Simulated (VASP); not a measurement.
Set up this calculation in VASP 6.6.1, as the native input.

* Task: single point
* Functional: PBE
* Potentials or basis: VASP PAW PBE potentials, release 64 (P)
* Cutoff: 520 eV
* k mesh: 22 × 22 × 24
* Occupations: gaussian, width 0.1 eV
* Spin: no spin polarisation
* Dipole correction: no
* Further INCAR settings: ALGO = Normal; EDIFF = 1e-06; NBANDS = 8

The structure of P lies in POSCAR:

```
P
1.0
    2.4473017351      0.0000000000      0.0000000000
    0.0000000000      2.4473017351      0.0000000000
    0.0000000000      0.0000000000      2.4396536632
P
1
Direct
    0.0000000000      0.0000000000      0.5000000000
```

The input as run:

INCAR

```
ALGO = Normal ; EDIFF = 1E-6
ENCUT = 520 ; GGA = PE
ISIF = 2 ; ISMEAR = 0
LASPH = True ; LCHARG = False
LREAL = False ; LWAVE = False
NBANDS = 8 ; NELM = 100
PREC = Accurate ; SIGMA = 0.1
```

KPOINTS

```
k-points
0
Gamma
  22 22 24
```

Potentials or basis: VASP PAW PBE potentials, release 64 (P).

Run with:

```console
$ cat potpaw_PBE.64/P/POTCAR > POTCAR
$ mpirun -np 1 vasp_std > vasp.out
```

Results of the run:

```json
{
  "Pressure": "-0.3 GPa"
}
```

It took 50 s on 1 thread of Intel(R) Xeon(R) Platinum 8259CL CPU @ 2.50GHz (Skylake/Cascade Lake) (shared host), peak memory 0.2 GiB.
